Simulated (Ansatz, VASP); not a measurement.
**Two plane-wave programs on BN**

```
B N
1.0
     2.50611    0.00000    0.00000
    -1.25306    2.17036    0.00000
     0.39539    0.00000    9.88465
B N
3 3
Direct
  0.00000 0.00000 0.00030
  0.66667 0.33333 0.33364
  0.33333 0.66667 0.66697
  0.66667 0.33333 0.00060
  0.33333 0.66667 0.33393
  0.00000 0.00000 0.66726
```

Change from the starting cell: shear of c along a, cell held, atoms relaxed: +4.0 %.

Alike in both runs: functional PBE; dispersion D3(BJ); k mesh 12 × 12 × 4; occupations gaussian, width 0.02 eV; no spin polarisation.

Ansatz relaxed the structure, and its values are those at the end. VASP's run is a single point on that final structure, the one shown.

```csv
,VASP,Ansatz
version,VASP 6.6.1,Ansatz 0.2.0
potentials or method,"VASP PAW PBE potentials, release 64 (B, N), cutoff 520 eV","scalar-relativistic, plane waves, PAW"
valence electrons in the cell,24,24
```

Ansatz gave:

* gap on the k mesh at the Fermi level (eV): 4.04
* least direct gap on the mesh (eV): 4.53
* pressure (GPa): 0.0

Estimate VASP's values.

gap on the k mesh at the Fermi level (eV): 4.03; least direct gap on the mesh (eV): 4.53; pressure (GPa): 0.1.

Ansatz's warnings: stress scf threshold loose.
